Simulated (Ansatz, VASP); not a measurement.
**BaTiO3: VASP beside Ansatz**

INCAR

```
PREC     = Accurate       # precision mode
ENCUT    = 600            # plane-wave cutoff, eV
EDIFF    = 1E-6           # SCF threshold, eV
ISMEAR   = -1             # smearing method
SIGMA    = 0.05           # smearing width, eV
LREAL    = False          # projectors in reciprocal space
LASPH    = True           # aspherical terms in the spheres
NELM     = 60             # most SCF steps
ALGO     = Normal         # electronic algorithm
ISIF     = 3              # what is computed and relaxed
LWAVE    = False          # write WAVECAR
LCHARG   = False          # write CHGCAR
GGA      = B5             # functional
ALDAX    = 1.0          
AGGAX    = 1.0          
AGGAC    = 1.0          
ALDAC    = 0.0          
IBRION   = 2              # ionic algorithm
NSW      = 60             # ionic steps
EDIFFG   = -0.01          # ionic threshold
```

KPOINTS

```
Automatic mesh
0
Gamma
  7 7 7
```

File POSCAR:

```
BaTiO3
1.0
    3.9998000000      0.0000000000      0.0000000000
    0.0000000000      3.9998000000      0.0000000000
    0.0000000000      0.0000000000      4.0180000000
Ba Ti O
1 1 3
Direct
    0.0000000000      0.0000000000      0.0000000000
    0.5000000000      0.5000000000      0.4900000000
    0.0000000000      0.5000000000      0.5170000000
    0.5000000000      0.0000000000      0.5170000000
    0.5000000000      0.5000000000      0.0190000000
```

input.yaml

```yaml
crystal:
  lattice:
    - [3.9998, 0.0, 0.0]
    - [0.0, 3.9998, 0.0]
    - [0.0, 0.0, 4.018]
  atoms:
    - { symbol: Ba, position: [0.0, 0.0, 0.0] }
    - { symbol: Ti, position: [0.5, 0.5, 0.49] }
    - { symbol: O, position: [0.0, 0.5, 0.517] }
    - { symbol: O, position: [0.5, 0.0, 0.517] }
    - { symbol: O, position: [0.5, 0.5, 0.019] }
hamiltonian:
  xc: blyp
  pseudopotentials: { kind: paw }
kpoints:
  mp_grid: { grid: [7, 7, 7] }
scf:
  occupations: { method: fermi_dirac, width: 0.05 }
output:
  forces: true
  stress: true
  write_density: true
  write_potential: true
  elf: true
  volumetric_format: npy
relax:
  f_tol: 0.01
  max_steps: 40
  cell: { stress_tol: 0.05 }
```

Alike in both runs: task relaxation of cell and atoms; functional BLYP; k mesh 7 × 7 × 7; occupations fermi-dirac, width 0.05 eV; no spin polarisation.

```csv
,VASP,Ansatz
version,VASP 6.6.1,Ansatz 0.2.0
potentials or method,"VASP PAW PBE potentials, release 64 (Ba_sv, Ti_sv, O)",Ansatz PAW
plane-wave cutoff (eV),600,420
valence electrons in the cell,40,40
```

|  | VASP | Ansatz | Ansatz less VASP |
| --- | --- | --- | --- |
| gap on the k mesh at the Fermi level, each at its own relaxed structure (eV) | 1.84 | 1.93 | +0.085 |
| relaxed volume (Å³/atom) | 14.35 | 14.33 | -0.021 |
| relaxed cell length with the largest relative difference (Å) | 4.487 | 4.534 | +0.0476 |

VASP's potentials were made for PBE, not for BLYP.

Spin-orbit coupling is off throughout. Noted on Ansatz's run: odd divisions of the mesh miss points on the zone boundary, where band edges often lie, so the gap on the mesh can be too wide; the plane-wave basis is chosen anew once the cell has moved, so the energies of steps on either side of that aren't comparable.
